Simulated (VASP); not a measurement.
A run of VASP 6.6.1 is set up as follows.

File INCAR:

```
SYSTEM = In
ALGO = Normal ; EDIFF = 1E-6
ENCUT = 520 ; GGA = PE
ISIF = 2 ; ISMEAR = 0
LASPH = .TRUE. ; LCHARG = .FALSE.
LREAL = .FALSE. ; LWAVE = .FALSE.
NBANDS = 12 ; NELM = 80
PREC = Accurate ; SIGMA = 0.05
```

KPOINTS

```
k-points
0
G
  16 16 16
  0 0 0
```

File POSCAR:

```
In
1.0
   -1.8805620389      1.8805620389      1.8805620389
    1.8805620389     -1.8805620389      1.8805620389
    1.8805620389      1.8805620389     -1.8805620389
In
1
Direct
    0.0000000000      0.0000000000      0.0000000000
```

Potentials or basis: VASP PAW PBE potentials, release 64 (In_d).

The run is started by

```console
$ cat potpaw_PBE.64/In_d/POTCAR > POTCAR
$ mpirun -np 1 vasp_std > vasp.out
```

(1) What does it give for the pressure?

Answers

(1) 1.8 GPa.
